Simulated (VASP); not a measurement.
A run of VASP 6.6.1:

Contents of INCAR:

```
SYSTEM = Pb
PREC = Accurate ; ENCUT = 600
EDIFF = 1E-6 ; ISMEAR = -1
SIGMA = 0.1 ; LREAL = .FALSE.
LASPH = .TRUE. ; NELM = 100
ALGO = Normal ; ISIF = 3
LWAVE = .FALSE. ; LCHARG = .FALSE.
GGA = CA ; IBRION = 2
NSW = 32 ; EDIFFG = -0.005
PSTRESS = 410.0
```

File KPOINTS:

```
regular mesh
0
G
  16 16 16
  0 0 0
```

POSCAR

```
Pb
1.0
   -1.7256927803      1.7256927803      1.7256927803
    1.7256927803     -1.7256927803      1.7256927803
    1.7256927803      1.7256927803     -1.7256927803
Pb
1
Direct
    0.0000000000      0.0000000000      0.0000000000
```

Potentials or basis: VASP PAW LDA potentials, release 64 (Pb_d).

Run with:

```console
$ cat potpaw_LDA.64/Pb_d/POTCAR > POTCAR
$ mpirun -np 1 vasp_std > vasp.out
```

Hardware: 1 thread of Intel Xeon 8259CL, on a shared host.

Problem. How long does it take, and how much memory?

Solution. It took 60 s on 1 thread of Intel Xeon 8259CL, with other jobs on the host, peak memory 0.16 GiB. Counts: scf iterations 23, k points 145, ion steps 3.
